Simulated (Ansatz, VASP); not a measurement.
## One calculation of BN, two programs

```xyz
4
Lattice="2.7504 0.0000 0.0000 -1.3752 2.0760 0.0000 0.0000 0.0000 4.0082" Properties=species:S:1:pos:R:3 pbc="T T T"
B     1.3752    0.6893    4.0107
B     0.0000    1.3867    2.0066
N     1.3752    0.7281    2.5026
N     0.0000    1.3479    0.4985
```

Change from the starting cell: strain +e along x and -e along y +0.0700, strain +e along z and -e/2 along x and y -0.0400.

Alike in both runs: functional LDA; k mesh 12 × 12 × 6; occupations gaussian, width 0.05 eV; no spin polarisation.

Ansatz relaxed the structure, and its values are those at the end. VASP's run is a single point on that final structure, the one shown.

|  | VASP | Ansatz |
| --- | --- | --- |
| version | VASP 6.6.1 | Ansatz 0.2.0 |
| potentials or method | VASP PAW LDA potentials, release 64 (B, N), cutoff 600 eV | scalar-relativistic, plane waves, PAW |
| valence electrons in the cell | 16 | 16 |

```tsv
	VASP	Ansatz	Ansatz less VASP
gap on the k mesh at the Fermi level (eV)	3.47	3.49	+0.020
least direct gap on the mesh (eV)	6.28	6.29	+0.008
pressure (GPa)	7.2	6.5	-0.72
rms of the force components (eV/Å)	0.011	0.001	-0.0101
```

LDA's correlation is that of Perdew and Zunger in VASP and of Perdew and Wang (1992) in Ansatz. Ansatz's warnings: stress scf threshold loose.
